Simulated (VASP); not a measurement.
# SiC (F-43m) in VASP: notebook

Runs on SiC. Level: PBEsol. Tasks: relaxation of cell and atoms.

All numbers are computed with VASP 6.6.1; they aren't measurements. Logs are shortened: lines on timing, memory, paths and dates and some standing lists are left out, and cuts for length are marked.

### 1 The cell of the first run

The structure is cubic, space group F-43m (No. 216). Conventional cell: a = 4.357 Å, b = 4.357 Å, c = 4.357 Å, α = 90.00°, β = 90.00°, γ = 90.00°. Si (site symmetry -43m) has 4 C at 1.89 Å within 2.5 Å. Within 2.5 Å of C (site symmetry -43m) lie 4 Si at 1.89 Å.

### 2 Relaxation of cell and atoms, PBEsol, target pressure 2 GPa, at which the enthalpy is minimised

INCAR reads:

```
ALGO = Normal ; EDIFF = 1E-6
EDIFFG = -0.002 ; ENCUT = 600
GGA = PS ; IBRION = 2
ISIF = 3 ; ISMEAR = 0
LASPH = True ; LCHARG = False
LREAL = False ; LWAVE = False
NELM = 60 ; NSW = 100
PREC = Accurate ; PSTRESS = 20.0
SIGMA = 0.01
```

KPOINTS reads:

```
k-points
0
Gamma
  10 10 10
```

POSCAR reads:

```
SiC
1.0
    0.0000000000      2.1784126226      2.1784126226
    2.1784126226      0.0000000000      2.1784126226
    2.1784126226      2.1784126226      0.0000000000
Si C
1 1
Direct
    0.0000000000      0.0000000000      0.0000000000
    0.7500000000      0.7500000000      0.7500000000
```

Potentials or basis: VASP PAW PBE potentials, release 64 (Si, C).

Started as:

```sh
$ cat potpaw_PBE.64/Si/POTCAR potpaw_PBE.64/C/POTCAR > POTCAR
$ mpirun -np 1 vasp_std > vasp.out
```

OUTCAR:

```text
EDIFF = 1E-6
   EDIFFG = -0.002
   ENCUT = 600
   GGA = PS
   IBRION = 2
   ISIF = 3
   ISMEAR = 0
   LASPH = True
   LREAL = False
   NELM = 60
   NSW = 100
   PREC = Accurate
   PSTRESS = 20.0

 ion  position               nearest neighbor table
   1  0.000  0.000  0.000-   2 1.89   2 1.89   2 1.89   2 1.89
   2  0.750  0.750  0.750-   1 1.89   1 1.89   1 1.89   1 1.89

  LATTYP: Found a face centered cubic cell.
 ALAT       =     4.3568252452

  Lattice vectors:

 A1 = (   0.0000000000,   2.1784126226,   2.1784126226)
 A2 = (   2.1784126226,   0.0000000000,   2.1784126226)
 A3 = (   2.1784126226,   2.1784126226,   0.0000000000)

Analysis of symmetry for initial positions (statically):
=====================================================================
 Subroutine PRICEL returns:
 Original cell was already a primitive cell.

 Routine SETGRP: Setting up the symmetry group for a
 face centered cubic supercell.

 Subroutine GETGRP returns: Found 24 space group operations
 (whereof 24 operations were pure point group operations)
 out of a pool of 48 trial point group operations.

The static configuration has the point symmetry T_d .

Analysis of symmetry for dynamics (positions and initial velocities):
=====================================================================
 Subroutine PRICEL returns:
 Original cell was already a primitive cell.

 Routine SETGRP: Setting up the symmetry group for a
 face centered cubic supercell.

 Subroutine GETGRP returns: Found 24 space group operations
 (whereof 24 operations were pure point group operations)
 out of a pool of 48 trial point group operations.

The dynamic configuration has the point symmetry T_d .

 Subroutine INISYM returns: Found 24 space group operations
 (whereof 24 operations are pure point group operations),
 and found     1 'primitive' translations

----------------------------------------------------------------------------------------

                                     Primitive cell

  volume of cell :      20.6752

  direct lattice vectors                    reciprocal lattice vectors
     0.000000000  2.178412623  2.178412623    -0.229524928  0.229524928  0.229524928
     2.178412623  0.000000000  2.178412623     0.229524928 -0.229524928  0.229524928
     2.178412623  2.178412623  0.000000000     0.229524928  0.229524928 -0.229524928
[... 96 lines left out ...]
   NUPDOWN=      -1.0000    fix difference up-down
   EMIN   =  10.00;   EMAX   =-10.00  energy-range for DOS
   EFERMI =   0.00;   METHOD = LEGACY
   ISMEAR =     0;   SIGMA  =   0.01  broadening in eV -4-tet -1-fermi 0-gaus
   EFERMI_NEDOS =   21; number of points for ismear=-14 and -15
   IALGO  =     38    algorithm
   IMIX   =      4    mixing-type and parameters
     AMIX     =   0.40;   BMIX     =  1.00
     AMIX_MAG =   1.60;   BMIX_MAG =  1.00
  volume/ion in A,a.u.               =      10.34        69.76
  Fermi-wavevector in a.u.,A,eV,Ry     =   1.192948  2.254344 19.362776  1.423124
  Thomas-Fermi vector in A             =   2.328974
   LORBIT       =      0    0 simple, 1 ext, 2 COOP (PROOUT), +10 PAW based schemes
   GGA     = PS    functional components
   LHFCALC =     F    Hartree Fock is set to
   AEXX    =    0.0000 exact exchange contribution
   IVDW    =     0    specifies the selected vdW correction
   LEPSILON=     F    determine dielectric tensor
   LRPA    =     F    only Hartree local field effects (RPA)
 conjugate gradient relaxation of ions
 non-spin polarized calculation
 Gauss-broadening in eV      SIGMA  =   0.01
  energy-cutoff  :      600.00
  volume of cell :       20.68
 maximum number of plane-waves:       701
 NGX is ok and might be reduce to    28
   NGX = 13   NGY = 13   NGZ = 13

--------------------------------------- Ionic step        1  -------------------------------------------

 number of electron       8.0000000 magnetization

 Free energy of the ion-electron system (eV)
  ---------------------------------------------------
  ext. energy  EPLUGINS =         0.00000000
  ---------------------------------------------------
  free energy    TOTEN  =       -15.91608799 eV

  energy without entropy =      -15.91608799  energy(sigma->0) =      -15.91608799

------------------------ aborting loop because EDIFF is reached ----------------------------------------

  FORCE on cell =-STRESS in cart. coord.  units (eV):
  Direction    XX          YY          ZZ          XY          YZ          ZX
  --------------------------------------------------------------------------------------
  -------------------------------------------------------------------------------------
  Total        0.0289359      0.0289359      0.0289359     -0.0000000     -0.0000000      0.0000000
  in kB        2.2423180      2.2423180      2.2423180     -0.0000000     -0.0000000      0.0000000
  external PRESSURE =     -17.7576820 kB  Pullay stress =      20.0000000 kB
[... 63 lines left out ...]
--------------------------------------- Ionic step        3  -------------------------------------------

 number of electron       8.0000000 magnetization

 Free energy of the ion-electron system (eV)
  ---------------------------------------------------
  ext. energy  EPLUGINS =         0.00000000
  ---------------------------------------------------
  free energy    TOTEN  =       -15.91496338 eV

  energy without entropy =      -15.91496338  energy(sigma->0) =      -15.91496338

 E-fermi :   8.2075     XC(G=0): -11.5426

 val. band max:        8.1545881315   @ k =   0.0000   0.0000   0.0000
 cond. band min:       9.3807076788   @ k =   0.5000   0.5000   0.0000
 fundamental gap:      1.2261195473
 Fermi energy:         8.2074814979

 k-point     1 :       0.0000    0.0000    0.0000
  band No.  band energies     occupation
      1      -7.3385      2.00000
      2       8.1546      2.00000
      3       8.1546      2.00000
      4       8.1546      2.00000
      5      14.4432      0.00000
      6      15.4581      0.00000
      7      15.4581      0.00000
      8      15.4581      0.00000
[... 243 lines left out ...]
 k-point    24 :       0.4000    0.3000    0.0000
  band No.  band energies     occupation
      1      -4.1557      2.00000
      2       2.5585      2.00000
      3       4.9532      2.00000
      4       5.4947      2.00000
      5      10.9178      0.00000
      6      13.7028      0.00000
      7      19.8018      0.00000
      8      20.1001      0.00000

 [... further k-points ...]

------------------------ aborting loop because EDIFF is reached ----------------------------------------

  FORCE on cell =-STRESS in cart. coord.  units (eV):
  Direction    XX          YY          ZZ          XY          YZ          ZX
  --------------------------------------------------------------------------------------
  -------------------------------------------------------------------------------------
  Total        0.2566619      0.2566619      0.2566619      0.0000000      0.0000000      0.0000000
  in kB       20.0479815     20.0479815     20.0479815      0.0000000      0.0000000      0.0000000
  external PRESSURE =       0.0479815 kB  Pullay stress =      20.0000000 kB
[... 21 lines left out ...]
  energy  without entropy=      -15.9149633835  energy(sigma->0) =      -15.91496338

  enthalpy is  TOTEN    =       -15.6589157681 eV   P V=        0.2560476155

 reached required accuracy - stopping structural energy minimisation
```

OSZICAR:

```text
N       E                     dE             d eps       ncg     rms          rms(c)
DAV:   1     0.756269730820E+01    0.75627E+01   -0.44306E+03   760   0.947E+02
DAV:   2    -0.172876724276E+02   -0.24850E+02   -0.24120E+02  1128   0.116E+02
DAV:   3    -0.177138688025E+02   -0.42620E+00   -0.42620E+00   864   0.192E+01
DAV:   4    -0.177151359443E+02   -0.12671E-02   -0.12671E-02  1168   0.119E+00
[... 17 lines left out ...]
DAV:   1    -0.159154359700E+02   -0.37984E-02   -0.20646E-02   784   0.126E+00    0.160E-01
DAV:   2    -0.159150591095E+02    0.37686E-03   -0.94656E-04   920   0.204E-01    0.786E-02
DAV:   3    -0.159149782738E+02    0.80836E-04   -0.12922E-04   936   0.803E-02    0.200E-02
DAV:   4    -0.159149641473E+02    0.14126E-04   -0.18600E-05   848   0.263E-02    0.909E-03
DAV:   5    -0.159149633835E+02    0.76375E-06   -0.45616E-07   496   0.565E-03
   3 F= -.15658916E+02 E0= -.15658916E+02  d E =-.916988E-03
```

CONTCAR:

```text
SiC
   1.00000000000000
    -0.0000000000000000    2.1726533635932155    2.1726533635932155
     2.1726533635932155    0.0000000000000000    2.1726533635932155
     2.1726533635932155    2.1726533635932155    0.0000000000000000
  Si              C
     1     1
Direct
     0.0000000000000000    0.0000000000000000    0.0000000000000000
     0.7500000000000000    0.7500000000000000    0.7500000000000000

  0.00000000E+00  0.00000000E+00  0.00000000E+00
  0.00000000E+00  0.00000000E+00  0.00000000E+00
```

It took 21 s on 1 thread of AMD EPYC 7R43 (Zen 3), shared host; peak memory 0.12 GiB.

Results:

```
Free energy                                            : -15.9150 eV
Relaxed volume                                         : 10.26 Å³/atom
Relaxed cell                                           : a = 3.073 Å, b = 3.073 Å, c = 3.073 Å, α = 60.00°, β = 60.00°, γ = 60.00°
Space group after relaxing (to 0.05 Å)                 : F-43m (No. 216)
Energy change on relaxing (the enthalpy is what falls) : +0.6 meV/atom
Ionic steps                                            : 3
Pressure after relaxing                                : 2.0 GPa
Band gap on the k mesh                                 : 1.23 eV, indirect (least direct gap 4.45 eV)
```

Step by step:
| step | energy change (eV) | largest force (eV/Å) | pressure (GPa) | volume (Å³) |
| --- | --- | --- | --- | --- |
| 1 | 0.0000 | 0.0000 | 0.22 | 20.68 |
| 2 | 0.0045 | 0.0000 | 4.03 | 20.33 |
| 3 | 0.0011 | 0.0000 | 2.00 | 20.51 |

Final structure:
```cif
data_structure
_symmetry_space_group_name_H-M 'P 1'
_symmetry_Int_Tables_number 1
_cell_length_a 3.0726
_cell_length_b 3.0726
_cell_length_c 3.0726
_cell_angle_alpha 60.000
_cell_angle_beta 60.000
_cell_angle_gamma 60.000
_cell_volume 20.51
loop_
_atom_site_label
_atom_site_type_symbol
_atom_site_fract_x
_atom_site_fract_y
_atom_site_fract_z
_atom_site_occupancy
Si1 Si 0.00000 0.00000 0.00000 1
C1 C 0.75000 0.75000 0.75000 1
```

Caveat: the cell is relaxed towards a set pressure, so the enthalpy falls and the energy may rise; the PAW data sets were made with another functional, which shifts forces and pressure a little. A hybrid or GW would open this gap; PBEsol tends to underestimate it.

(Part 1 of 2 ends here.)
